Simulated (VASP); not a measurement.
Runs of VASP 6.6.1 on WS2. The cell holds a slab with vacuum, 6 atoms: a = 3.183 Å, b = 3.183 Å, c = 23.669 Å, α = 90.00°, β = 90.00°, γ = 120.00°. 

```csv
k mesh,gap on the mesh (eV),largest force (eV/Å)
5 × 5 × 1,1.62,0.35
10 × 10 × 2,1.62,0.35
6 × 6 × 1,(b),0.34
4 × 4 × 1,1.83,0.40
8 × 8 × 1,(a),0.35
```

Alike in all rows: task single point; level LDA; potentials or basis VASP PAW LDA potentials, release 64 (W_sv, S); no spin polarisation; cell as given; cutoff (eV) 520; smearing fermi-dirac 0.1 eV.

Problem. Fill in the values left out.

Solution. (a) 1.67; (b) 1.45.

Caveats: some runs use coarse meshes; spin-orbit coupling is left out, which moves the levels of the heavy elements.

A k mesh can miss the band edges, and the runs leave out spin-orbit coupling on W.
